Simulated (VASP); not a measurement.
# In3As (Pm-3m) in VASP: notebook

In3As is run at these levels: r2SCAN; tasks: single point.

All numbers are computed with VASP 6.6.1; they aren't measurements. Logs are shortened: lines on timing, memory, paths and dates and some standing lists are left out, and cuts for length are marked.

### Step 1. The cell of the first run

Symmetry: Pm-3m, No. 221, cubic system. Conventional cell: a = 4.477 Å, b = 4.477 Å, c = 4.477 Å, α = 90.00°, β = 90.00°, γ = 90.00°. Within 4.2 Å of In (site symmetry 4/mmm) lie 8 In at 3.17 Å and 4 As at 3.17 Å. Within 4.2 Å of As (site symmetry m-3m) lie 12 In at 3.17 Å.

### Step 2. Single point, r2SCAN

The input, POSCAR:

```
In3As
1.0
    4.4767970219      0.0000000000      0.0000000000
    0.0000000000      4.4767970219      0.0000000000
    0.0000000000      0.0000000000      4.4767970219
In As
3 1
Direct
    0.0000000000      0.5000000000      0.5000000000
    0.5000000000      0.0000000000      0.5000000000
    0.5000000000      0.5000000000      0.0000000000
    0.0000000000      0.0000000000      0.0000000000
```

The input, INCAR.step1:

```
SYSTEM = In3As
  PREC = Accurate
  ENCUT = 520
  ISMEAR = -1
  SIGMA = 0.1
  LREAL = .FALSE.
  LASPH = .TRUE.
  NELM = 80
  NBANDS = 30
  GGA = PE
  ALGO = Normal
  EDIFF = 1E-4
  LWAVE = .TRUE.
  LCHARG = .FALSE.
```

The input, INCAR.step2:

```
SYSTEM = In3As
  PREC = Accurate
  ENCUT = 520
  EDIFF = 1E-6
  ISMEAR = -1
  SIGMA = 0.1
  LREAL = .FALSE.
  LASPH = .TRUE.
  NELM = 80
  ALGO = Normal
  ISIF = 2
  LWAVE = .FALSE.
  LCHARG = .TRUE.
  METAGGA = R2SCAN
  LMIXTAU = .TRUE.
  LELF = .TRUE.
  LVHAR = .TRUE.
  NBANDS = 30
  ISTART = 1
```

The input, KPOINTS:

```
regular mesh
0
G
  4 4 4
  0 0 0
```

Potentials or basis: VASP PAW PBE potentials, release 64 (In_d, As).

Command:

```
$ cat potpaw_PBE.64/In_d/POTCAR potpaw_PBE.64/As/POTCAR > POTCAR
$ cp INCAR.step1 INCAR
$ mpirun -np 1 vasp_std > vasp.out
$ cp INCAR.step2 INCAR
$ mpirun -np 1 vasp_std > vasp.out
```

OUTCAR:

```text
SYSTEM = In3As
   PREC = Accurate
   ENCUT = 520
   EDIFF = 1E-6
   ISMEAR = -1
   LREAL = .FALSE.
   LASPH = .TRUE.
   NELM = 80
   ISIF = 2
   METAGGA = R2SCAN
   ISTART = 1

 ion  position               nearest neighbor table
   1  0.000  0.500  0.500-   2 3.17   3 3.17   4 3.17   3 3.17   4 3.17   2 3.17   4 3.17   4 3.17
                             2 3.17   3 3.17   3 3.17   2 3.17
   2  0.500  0.000  0.500-   1 3.17   3 3.17   4 3.17   3 3.17   4 3.17   1 3.17   3 3.17   3 3.17
                             1 3.17   4 3.17   4 3.17   1 3.17
   3  0.500  0.500  0.000-   1 3.17   2 3.17   4 3.17   1 3.17   2 3.17   2 3.17   4 3.17   2 3.17
                             1 3.17   4 3.17   1 3.17   4 3.17
   4  0.000  0.000  0.000-   1 3.17   2 3.17   3 3.17   1 3.17   2 3.17   1 3.17   3 3.17   1 3.17
                             2 3.17   3 3.17   2 3.17   3 3.17

  LATTYP: Found a simple cubic cell.
 ALAT       =     4.4767970219

  Lattice vectors:

 A1 = (   4.4767970219,   0.0000000000,   0.0000000000)
 A2 = (   0.0000000000,   4.4767970219,   0.0000000000)
 A3 = (   0.0000000000,   0.0000000000,   4.4767970219)

Analysis of symmetry for initial positions (statically):
=====================================================================
 Subroutine PRICEL returns:
 Original cell was already a primitive cell.

 Routine SETGRP: Setting up the symmetry group for a
 simple cubic supercell.

 Subroutine GETGRP returns: Found 48 space group operations
 (whereof 48 operations were pure point group operations)
 out of a pool of 48 trial point group operations.

The static configuration has the point symmetry O_h .

Analysis of symmetry for dynamics (positions and initial velocities):
=====================================================================
 Subroutine PRICEL returns:
 Original cell was already a primitive cell.

 Routine SETGRP: Setting up the symmetry group for a
 simple cubic supercell.

 Subroutine GETGRP returns: Found 48 space group operations
 (whereof 48 operations were pure point group operations)
 out of a pool of 48 trial point group operations.

The dynamic configuration has the point symmetry O_h .

 Subroutine INISYM returns: Found 48 space group operations
 (whereof 48 operations are pure point group operations),
 and found     1 'primitive' translations

----------------------------------------------------------------------------------------

                                     Primitive cell

  volume of cell :      89.7227

  direct lattice vectors                    reciprocal lattice vectors
     4.476797022  0.000000000  0.000000000     0.223373987  0.000000000  0.000000000
     0.000000000  4.476797022  0.000000000     0.000000000  0.223373987  0.000000000
     0.000000000  0.000000000  4.476797022     0.000000000  0.000000000  0.223373987

  length of vectors
     4.476797022  4.476797022  4.476797022     0.223373987  0.223373987  0.223373987

  position of ions in fractional coordinates (direct lattice)
     0.000000000  0.500000000  0.500000000
     0.500000000  0.000000000  0.500000000
     0.500000000  0.500000000  0.000000000
     0.000000000  0.000000000  0.000000000

  ion indices of the primitive-cell ions
   primitive index   ion index
                 1           1
                 2           2
                 3           3
                 4           4

----------------------------------------------------------------------------------------

 KPOINTS: regular mesh

Automatic generation of k-mesh.
 Grid dimensions read from file:
 generate k-points for:    4    4    4

 Generating k-lattice:

  Cartesian coordinates                     Fractional coordinates (reciprocal lattice)
     0.055843497  0.000000000  0.000000000     0.250000000  0.000000000  0.000000000
     0.000000000  0.055843497  0.000000000     0.000000000  0.250000000  0.000000000
     0.000000000  0.000000000  0.055843497     0.000000000  0.000000000  0.250000000

  Length of vectors
     0.055843497  0.055843497  0.055843497

  Shift w.r.t. Gamma in fractional coordinates (k-lattice)
     0.000000000  0.000000000  0.000000000

 Subroutine IBZKPT returns following result:
 ===========================================

 Found     10 irreducible k-points:

 Following reciprocal coordinates:
            Coordinates               Weight
  0.000000  0.000000  0.000000      1.000000
  0.250000  0.000000  0.000000      6.000000
  0.500000  0.000000  0.000000      3.000000
  0.250000  0.250000  0.000000     12.000000
  0.500000  0.250000  0.000000     12.000000
  0.500000  0.500000  0.000000      3.000000
  0.250000  0.250000  0.250000      8.000000
  0.500000  0.250000  0.250000     12.000000
  0.500000  0.500000  0.250000      6.000000
  0.500000  0.500000  0.500000      1.000000
   k-points           NKPTS =     10   k-points in BZ     NKDIM =     10   number of bands    NBANDS=     30
   number of dos      NEDOS =    301   number of ions     NIONS =      4
   total plane-waves  NPLWV =  46656
   dimension x,y,z NGX =    36 NGY =   36 NGZ =   36
   dimension x,y,z NGXF=    72 NGYF=   72 NGZF=   72
   ions per type =               3   1
   NGX,Y,Z   is equivalent  to a cutoff of  13.37, 13.37, 13.37 a.u.
   NGXF,Y,Z  is equivalent  to a cutoff of  26.74, 26.74, 26.74 a.u.
 SYSTEM =  In3As
   PREC   = accura    normal or accurate (medium, high low for compatibility)
   ISTART =      1    job   : 0-new  1-cont  2-samecut
   ICHARG =      0    charge: 1-file 2-atom 10-const
   ISPIN  =      1    spin polarized calculation?
   LNONCOLLINEAR =      F non collinear calculations
   LSORBIT =      F    spin-orbit coupling
   LASPH  =      T    aspherical Exc in radial PAW
   ENCUT  =  520.0 eV  38.22 Ry    6.18 a.u.   8.32  8.32  8.32*2*pi/ulx,y,z
   NELM   =     80;   NELMIN=  2; NELMDL=  0     # of ELM steps
   EDIFF  = 0.1E-05   stopping-criterion for ELM
   LREAL  =      F    real-space projection
   EDIFFG = 0.1E-04   stopping-criterion for IOM
   NSW    =      0    number of steps for IOM
   IBRION =     -1    ionic relax: 0-MD 1-quasi-New 2-CG
   NFREE  =      0    steps in history (QN), initial steepest desc. (CG)
   ISIF   =      2    stress and relaxation
   ISYM   =      2    0-nonsym 1-usesym 2-fastsym
   POTIM  = 0.5000    time-step for ionic-motion
   TEBEG  =    0.0;   TEEND  =   0.0 temperature during run
   PSTRESS=    0.0 pullay stress
   NELECT =      44.0000    total number of electrons
   NUPDOWN=      -1.0000    fix difference up-down
   EMIN   =  10.00;   EMAX   =-10.00  energy-range for DOS
   EFERMI =   0.00;   METHOD = LEGACY
   ISMEAR =    -1;   SIGMA  =   0.10  broadening in eV -4-tet -1-fermi 0-gaus
   EFERMI_NEDOS =   21; number of points for ismear=-14 and -15
   IALGO  =     38    algorithm
   IMIX   =      4    mixing-type and parameters
     AMIX     =   0.40;   BMIX     =  1.00
     AMIX_MAG =   1.60;   BMIX_MAG =  1.00
  volume/ion in A,a.u.               =      22.43       151.37
  Fermi-wavevector in a.u.,A,eV,Ry     =   1.290996  2.439629 22.676440  1.666671
  Thomas-Fermi vector in A             =   2.422793
   LORBIT       =      0    0 simple, 1 ext, 2 COOP (PROOUT), +10 PAW based schemes
   METAGGA = R2SCAN    functional components
   LHFCALC =     F    Hartree Fock is set to
   AEXX    =    0.0000 exact exchange contribution
   IVDW    =     0    specifies the selected vdW correction
   LEPSILON=     F    determine dielectric tensor
   LRPA    =     F    only Hartree local field effects (RPA)
 non-spin polarized calculation
  energy-cutoff  :      520.00
  volume of cell :       89.72
 maximum number of plane-waves:      2469
 NGX is ok and might be reduce to    36
   NGX = 17   NGY = 17   NGZ = 17

 number of electron      44.0000025 magnetization

 Free energy of the ion-electron system (eV)
  ---------------------------------------------------
  ext. energy  EPLUGINS =         0.00000000
  ---------------------------------------------------
  free energy    TOTEN  =       -81.86878979 eV

  energy without entropy =      -81.79884079  energy(sigma->0) =      -81.83381529

 E-fermi :   8.3723     XC(G=0): -11.5491

 val. band max:        8.1271356829   @ k =   0.5000   0.2500   0.0000
 cond. band min:       8.4278857119   @ k =   0.5000   0.2500   0.0000
 fundamental gap:      0.3007500291
 Fermi energy:         8.3723315945

 k-point     1 :       0.0000    0.0000    0.0000
  band No.  band energies     occupation
      1      -7.4826      2.00000
      2      -7.4412      2.00000
      3      -7.4412      2.00000
      4      -7.4412      2.00000
      5      -7.2131      2.00000
      6      -7.2131      2.00000
[... 22 lines left out ...]
     29      15.0240      0.00000
     30      15.9083      0.00000

 k-point     2 :       0.2500    0.0000    0.0000
  band No.  band energies     occupation
      1      -7.4233      2.00000
      2      -7.3933      2.00000
      3      -7.3468      2.00000
      4      -7.3468      2.00000
      5      -7.1997      2.00000
      6      -7.1471      2.00000
[... 22 lines left out ...]
     29      16.1779      0.00000
     30      16.2924      0.00000

 k-point     3 :       0.5000    0.0000    0.0000
  band No.  band energies     occupation
      1      -7.4038      2.00000
      2      -7.2657      2.00000
      3      -7.1661      2.00000
      4      -7.1475      2.00000
      5      -7.1475      2.00000
      6      -7.0607      2.00000
[... 22 lines left out ...]
     29      14.7189      0.00000
     30      15.3257      0.00000

 k-point     4 :       0.2500    0.2500    0.0000
  band No.  band energies     occupation
      1      -7.3613      2.00000
      2      -7.3517      2.00000
      3      -7.2984      2.00000
      4      -7.2702      2.00000
      5      -7.1660      2.00000
      6      -7.1037      2.00000
[... 154 lines left out ...]
     29      15.7472      0.00000
     30      16.1829      0.00000

 k-point     9 :       0.5000    0.5000    0.2500
  band No.  band energies     occupation
      1      -7.3463      2.00000
      2      -7.2624      2.00000
      3      -7.2624      2.00000
      4      -7.2555      2.00000
      5      -7.1755      2.00000
      6      -7.1755      2.00000
[... 22 lines left out ...]
     29      16.0828      0.00000
     30      17.5808      0.00000

 k-point    10 :       0.5000    0.5000    0.5000
  band No.  band energies     occupation
      1      -7.4437      2.00000
      2      -7.3021      2.00000
      3      -7.3021      2.00000
      4      -7.3021      2.00000
      5      -7.2036      2.00000
      6      -7.2036      2.00000
[... 22 lines left out ...]
     29      18.8137      0.00000
     30      18.8137      0.00000

------------------------ aborting loop because EDIFF is reached ----------------------------------------

  FORCE on cell =-STRESS in cart. coord.  units (eV):
  Direction    XX          YY          ZZ          XY          YZ          ZX
  --------------------------------------------------------------------------------------
  -------------------------------------------------------------------------------------
  Total        3.1248343      3.1248343      3.1248343      0.0000000      0.0000000     -0.0000000
  in kB       55.8001490     55.8001490     55.8001490      0.0000000      0.0000000     -0.0000000
  external PRESSURE =      55.8001490 kB  Pullay stress =       0.0000000 kB

 VOLUME and BASIS-vectors are now :
 -----------------------------------------------------------------------------
  energy-cutoff  :      520.00
  volume of cell :       89.72
      direct lattice vectors                 reciprocal lattice vectors
     4.476797022  0.000000000  0.000000000     0.223373987  0.000000000  0.000000000
     0.000000000  4.476797022  0.000000000     0.000000000  0.223373987  0.000000000
     0.000000000  0.000000000  4.476797022     0.000000000  0.000000000  0.223373987

 POSITION                                       TOTAL-FORCE (eV/Angst)
 -----------------------------------------------------------------------------------
      0.00000      2.23840      2.23840         0.000000      0.000000      0.000000
      2.23840      0.00000      2.23840         0.000000      0.000000      0.000000
      2.23840      2.23840      0.00000         0.000000      0.000000      0.000000
      0.00000      0.00000      0.00000         0.000000      0.000000      0.000000
 -----------------------------------------------------------------------------------
    total drift:                                0.000000      0.000000      0.000000

  FREE ENERGIE OF THE ION-ELECTRON SYSTEM (eV)
  ---------------------------------------------------
  free  energy   TOTEN  =       -81.8687897942 eV

  energy  without entropy=      -81.7988407948  energy(sigma->0) =      -81.83381529
```

It took 3.1 min on 1 thread of Intel Xeon 8259CL, shared host; peak memory 0.22 GiB.

What came out:

```
Free energy            : -81.8688 eV
Pressure               : 5.6 GPa
Band gap on the k mesh : zero (bands 22 and 23 overlap by 4.95 eV)
```

Levels at points of the mesh, in eV from the Fermi level:
```csv
k point,band 20,band 21,band 22,band 23,band 24,band 25
"(0.00, 0.00, 0.00)",-3.98,-1.87,-1.87,1.98,1.98,1.98
"(0.50, 0.00, 0.00)",-2.45,-0.88,-0.58,-0.58,-0.42,1.20
"(0.50, 0.50, 0.00)",-1.46,-0.63,0.47,0.47,1.71,1.71
"(0.50, 0.50, 0.50)",-4.72,-4.72,-4.72,-4.48,5.28,5.28
```

Caveat: the cell stands under pressure; the PAW data sets were made with another functional, which shifts forces and pressure a little; spin-orbit coupling is left out, which moves the levels of the heavy elements.

### Step 3. Single point, r2SCAN

This run uses another cell than the first one, of 23.45 Å³/atom.

The input, POSCAR:

```
In3As
1.0
    4.5436247403      0.0000000000      0.0000000000
    0.0000000000      4.5436247403      0.0000000000
    0.0000000000      0.0000000000      4.5436247403
In As
3 1
Direct
    0.0000000000      0.5000000000      0.5000000000
    0.5000000000      0.0000000000      0.5000000000
    0.5000000000      0.5000000000      0.0000000000
    0.0000000000      0.0000000000      0.0000000000
```

The input, INCAR.step1:

```
  PREC = Accurate
  ENCUT = 520
  ISMEAR = -1
  SIGMA = 0.1
  LREAL = F
  LASPH = T
  NELM = 60
  NBANDS = 30
  GGA = PE
  ALGO = Normal
  EDIFF = 1E-4
  LWAVE = T
  LCHARG = F
```

The input, INCAR.step2:

```
  PREC = Accurate
  ENCUT = 520
  EDIFF = 1E-6
  ISMEAR = -1
  SIGMA = 0.1
  LREAL = F
  LASPH = T
  NELM = 60
  ALGO = Normal
  ISIF = 2
  LWAVE = F
  LCHARG = T
  METAGGA = R2SCAN
  LMIXTAU = T
  LELF = T
  LVHAR = T
  NBANDS = 30
  ISTART = 1
```

The input, KPOINTS:

```
Automatic mesh
0
Gamma
  4 4 4
```

Potentials or basis: VASP PAW PBE potentials, release 64 (In_d, As).

Command:

```
$ cat potpaw_PBE.64/In_d/POTCAR potpaw_PBE.64/As/POTCAR > POTCAR
$ cp INCAR.step1 INCAR
$ mpirun -np 1 vasp_std > vasp.out
$ cp INCAR.step2 INCAR
$ mpirun -np 1 vasp_std > vasp.out
```

It took 4.1 min on 1 thread of Intel Xeon 8259CL, shared host; peak memory 0.22 GiB.

It converged, with:

| Property | Result |
| --- | --- |
| Free energy | -81.9742 eV |
| Pressure | 2.6 GPa |
| Band gap on the k mesh | zero (bands 22 and 23 overlap by 4.63 eV) |

Levels at points of the mesh, in eV from the Fermi level:
```tsv
k point	band 19	band 20	band 21	band 22	band 23	band 24	band 25	band 26
(0.00, 0.00, 0.00)	-3.75	-3.75	-1.93	-1.93	1.94	1.94	1.94	4.80
(0.50, 0.00, 0.00)	-2.30	-2.30	-1.05	-0.49	-0.49	-0.38	1.28	4.97
(0.50, 0.50, 0.00)	-6.72	-1.36	-0.59	0.38	0.38	1.74	1.74	1.87
(0.50, 0.50, 0.50)	-4.93	-4.67	-4.67	-4.67	-4.25	5.07	5.07	5.07
```

Caveat: the PAW data sets were made with another functional, which shifts forces and pressure a little; spin-orbit coupling is left out, which moves the levels of the heavy elements.
